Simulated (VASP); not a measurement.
# InSb (CsCl type) (Pm-3m) in VASP: notebook, part 2 of 2

VASP 6.6.1. The steps go on from the part before.

### Step 3. Single point, PBE (volume scaled by 0.64)

INCAR

```
PREC = Accurate ; ENCUT = 520
EDIFF = 1E-6 ; ISMEAR = -1
SIGMA = 0.08 ; LREAL = F
LASPH = T ; NELM = 60
ALGO = Normal ; ISIF = 2
LWAVE = F ; LCHARG = F
GGA = PE ; NBANDS = 16
```

KPOINTS

```
Automatic mesh
0
Gamma
  11 11 11
```

POSCAR

```
InSb
1.0
    3.2801433319      0.0000000000      0.0000000000
    0.0000000000      3.2801433319      0.0000000000
    0.0000000000      0.0000000000      3.2801433319
In Sb
1 1
Direct
    0.0000000000      0.0000000000      0.0000000000
    0.5000000000      0.5000000000      0.5000000000
```

Potentials or basis: VASP PAW PBE potentials, release 64 (In_d, Sb).

The run is started by

```console
$ cat potpaw_PBE.64/In_d/POTCAR potpaw_PBE.64/Sb/POTCAR > POTCAR
$ mpirun -np 1 vasp_std > vasp.out
```

OUTCAR:

```text
PREC = Accurate
   ENCUT = 520
   EDIFF = 1E-6
   ISMEAR = -1
   LREAL = F
   LASPH = T
   NELM = 60
   ISIF = 2
   GGA = PE

 ion  position               nearest neighbor table
   1  0.000  0.000  0.000-   2 2.84   2 2.84   2 2.84   2 2.84   2 2.84   2 2.84   2 2.84   2 2.84

   2  0.500  0.500  0.500-   1 2.84   1 2.84   1 2.84   1 2.84   1 2.84   1 2.84   1 2.84   1 2.84

  LATTYP: Found a simple cubic cell.
 ALAT       =     3.2801433319

  Lattice vectors:

 A1 = (   3.2801433319,   0.0000000000,   0.0000000000)
 A2 = (   0.0000000000,   3.2801433319,   0.0000000000)
 A3 = (   0.0000000000,   0.0000000000,   3.2801433319)

Analysis of symmetry for initial positions (statically):
=====================================================================
 Subroutine PRICEL returns:
 Original cell was already a primitive cell.

 Routine SETGRP: Setting up the symmetry group for a
 simple cubic supercell.

 Subroutine GETGRP returns: Found 48 space group operations
 (whereof 48 operations were pure point group operations)
 out of a pool of 48 trial point group operations.

The static configuration has the point symmetry O_h .

Analysis of symmetry for dynamics (positions and initial velocities):
=====================================================================
 Subroutine PRICEL returns:
 Original cell was already a primitive cell.

 Routine SETGRP: Setting up the symmetry group for a
 simple cubic supercell.

 Subroutine GETGRP returns: Found 48 space group operations
 (whereof 48 operations were pure point group operations)
 out of a pool of 48 trial point group operations.

The dynamic configuration has the point symmetry O_h .

 Subroutine INISYM returns: Found 48 space group operations
 (whereof 48 operations are pure point group operations),
 and found     1 'primitive' translations
[... 103 lines left out ...]
   POTIM  = 0.5000    time-step for ionic-motion
   TEBEG  =    0.0;   TEEND  =   0.0 temperature during run
   PSTRESS=    0.0 pullay stress
   NELECT =      18.0000    total number of electrons
   NUPDOWN=      -1.0000    fix difference up-down
   EMIN   =  10.00;   EMAX   =-10.00  energy-range for DOS
   EFERMI =   0.00;   METHOD = LEGACY
   ISMEAR =    -1;   SIGMA  =   0.08  broadening in eV -4-tet -1-fermi 0-gaus
   EFERMI_NEDOS =   21; number of points for ismear=-14 and -15
   IALGO  =     38    algorithm
   IMIX   =      4    mixing-type and parameters
     AMIX     =   0.40;   BMIX     =  1.00
     AMIX_MAG =   1.60;   BMIX_MAG =  1.00
  volume/ion in A,a.u.               =      17.65       119.08
  Fermi-wavevector in a.u.,A,eV,Ry     =   1.307995  2.471753 23.277550  1.710852
  Thomas-Fermi vector in A             =   2.438692
   LORBIT       =      0    0 simple, 1 ext, 2 COOP (PROOUT), +10 PAW based schemes
   GGA     = PE    functional components
   LHFCALC =     F    Hartree Fock is set to
   AEXX    =    0.0000 exact exchange contribution
   IVDW    =     0    specifies the selected vdW correction
   LEPSILON=     F    determine dielectric tensor
   LRPA    =     F    only Hartree local field effects (RPA)
 non-spin polarized calculation
  energy-cutoff  :      520.00
  volume of cell :       35.29
 maximum number of plane-waves:       963
   NGX = 13   NGY = 13   NGZ = 13

 number of electron      17.9999990 magnetization

 Free energy of the ion-electron system (eV)
  ---------------------------------------------------
  ext. energy  EPLUGINS =         0.00000000
  ---------------------------------------------------
  free energy    TOTEN  =        -4.07917678 eV

  energy without entropy =       -4.05563252  energy(sigma->0) =       -4.06740465

 E-fermi :  14.2007     XC(G=0): -12.2354

 val. band max:       14.1994885689   @ k =   0.2727   0.0000   0.0000
 cond. band min:      14.2077706213   @ k =   0.3636   0.2727   0.0909
 fundamental gap:      0.0082820524
 Fermi energy:        14.2007053000

 k-point     1 :       0.0000    0.0000    0.0000
  band No.  band energies     occupation
      1      -1.4386      2.00000
      2      -1.4386      2.00000
      3      -1.1406      2.00000
      4      -1.0172      2.00000
      5      -1.0172      2.00000
      6      -1.0172      2.00000
[... 433 lines left out ...]
      3      -1.2153      2.00000
      4      -1.1521      2.00000
      5      -1.0425      2.00000
      6       0.2905      2.00000
[... 8 lines left out ...]
     15      24.1292      0.00000
     16      25.2369      0.00000

 [... further k-points ...]
[... 5 lines left out ...]
  --------------------------------------------------------------------------------------
  -------------------------------------------------------------------------------------
  Total       13.4293416     13.4293416     13.4293416     -0.0000000     -0.0000000      0.0000000
  in kB      609.6587890    609.6587890    609.6587890     -0.0000000     -0.0000000      0.0000000
  external PRESSURE =     609.6587890 kB  Pullay stress =       0.0000000 kB

 VOLUME and BASIS-vectors are now :
 -----------------------------------------------------------------------------
  energy-cutoff  :      520.00
  volume of cell :       35.29
      direct lattice vectors                 reciprocal lattice vectors
     3.280143332  0.000000000  0.000000000     0.304864727  0.000000000  0.000000000
     0.000000000  3.280143332  0.000000000     0.000000000  0.304864727  0.000000000
     0.000000000  0.000000000  3.280143332     0.000000000  0.000000000  0.304864727

 POSITION                                       TOTAL-FORCE (eV/Angst)
 -----------------------------------------------------------------------------------
      0.00000      0.00000      0.00000         0.000000      0.000000      0.000000
      1.64007      1.64007      1.64007         0.000000      0.000000      0.000000
 -----------------------------------------------------------------------------------
    total drift:                                0.000000      0.000000      0.000000

  FREE ENERGIE OF THE ION-ELECTRON SYSTEM (eV)
  ---------------------------------------------------
  free  energy   TOTEN  =        -4.0791767843 eV

  energy  without entropy=       -4.0556325227  energy(sigma->0) =       -4.06740465
```

OSZICAR:

```text
N       E                     dE             d eps       ncg     rms          rms(c)
DAV:   1     0.113713882881E+03    0.11371E+03   -0.81307E+03  1832   0.134E+03
DAV:   2     0.155373831001E+01   -0.11216E+03   -0.10845E+03  2024   0.313E+02
DAV:   3    -0.407929027601E+01   -0.56330E+01   -0.55519E+01  2248   0.681E+01
DAV:   4    -0.419987483264E+01   -0.12058E+00   -0.12055E+00  2320   0.985E+00
DAV:   5    -0.420478233274E+01   -0.49075E-02   -0.49074E-02  2584   0.177E+00    0.669E+00
DAV:   6    -0.410926288890E+01    0.95519E-01   -0.10198E-01  2352   0.868E+00    0.367E+00
DAV:   7    -0.408146571973E+01    0.27797E-01   -0.33408E-02  2888   0.395E+00    0.722E-01
DAV:   8    -0.407924269395E+01    0.22230E-02   -0.39943E-03  2432   0.112E+00    0.231E-01
DAV:   9    -0.407917731071E+01    0.65383E-04   -0.19024E-04  2552   0.151E-01    0.644E-02
DAV:  10    -0.407917539651E+01    0.19142E-05   -0.91672E-06  2136   0.250E-02    0.121E-02
DAV:  11    -0.407917760796E+01   -0.22115E-05   -0.94861E-07  1784   0.108E-02    0.772E-03
DAV:  12    -0.407917678429E+01    0.82367E-06   -0.17630E-07  1304   0.508E-03
   1 F= -.40791768E+01 E0= -.40674047E+01  d E =-.235443E-01
```

It took 14 s on 1 thread of Intel Xeon Platinum 8259CL at 2.50GHz (Skylake/Cascade Lake), shared host; peak memory 0.16 GiB.

What came out:

```
Free energy            : -4.0792 eV
Pressure               : 61.0 GPa
Band gap on the k mesh : zero (band 9 reaches 16.26 eV, above the bottom of band 10 at 11.63 eV)
```

Levels at points of the mesh, in eV from the Fermi level:
| k point | band 5 | band 6 | band 7 | band 8 | band 9 | band 10 | band 11 | band 12 | band 13 | band 14 |
| --- | --- | --- | --- | --- | --- | --- | --- | --- | --- | --- |
| (0.00, 0.00, 0.00) | -15.22 | -15.22 | -1.41 | -1.41 | -1.41 | 0.77 | 3.87 | 3.87 | 12.74 | 12.74 |

Caveat: spin-orbit coupling is left out, which moves the levels of the heavy elements.
